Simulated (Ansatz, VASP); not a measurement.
**Tl in VASP and in Ansatz**

The input INCAR:

```
  ALGO = Normal
  EDIFF = 1E-6
  ENCUT = 520
  GGA = PE
  ISIF = 2
  ISMEAR = 0
  IVDW = 12
  LASPH = True
  LCHARG = False
  LREAL = False
  LWAVE = False
  NBANDS = 12
  NELM = 100
  PREC = Accurate
  SIGMA = 0.1
```

The input KPOINTS:

```
k-points
0
Gamma
  14 14 14
```

File POSCAR:

```
Tl
1.0
    0.0000000000      2.4962915937      2.4962915937
    2.4962915937      0.0000000000      2.4962915937
    2.4962915937      2.4962915937      0.0000000000
Tl
1
Direct
    0.0000000000      0.0000000000      0.0000000000
```

Input for Ansatz:

```yaml
crystal:
  lattice:
    - [0.0, 2.4962915937, 2.4962915937]
    - [2.4962915937, 0.0, 2.4962915937]
    - [2.4962915937, 2.4962915937, 0.0]
  atoms:
    - { symbol: Tl, position: [0.0, 0.0, 0.0] }
basis:
  ecutwfc: 420
kpoints:
  mp_grid: { grid: [14, 14, 14] }
hamiltonian:
  xc: pbe
  dispersion: d3bj
scf:
  occupations: { method: gaussian, width: 0.1 }
output:
  forces: true
  stress: true
  eigenvalues: true
```

Alike in both runs: task single point; functional PBE; dispersion D3(BJ); k mesh 14 × 14 × 14; occupations gaussian, width 0.1 eV; no spin polarisation.

|  | VASP | Ansatz |
| --- | --- | --- |
| version | VASP 6.6.1 | Ansatz 0.2.0 |
| potentials or method | VASP PAW PBE potentials, release 64 (Tl_d), cutoff 520 eV | scalar-relativistic, plane waves, PAW |
| valence electrons in the cell | 13 | 13 |

VASP gave:

| Property | Result |
| --- | --- |
| gap on the k mesh at the Fermi level (eV) | none |
| pressure (GPa) | -1.7 |

Estimate Ansatz's values.

gap on the k mesh at the Fermi level (eV): none; pressure (GPa): -1.6.

A gap of «none» marks a metal or a gap that the smearing closes.

Neither program's run includes spin-orbit coupling.
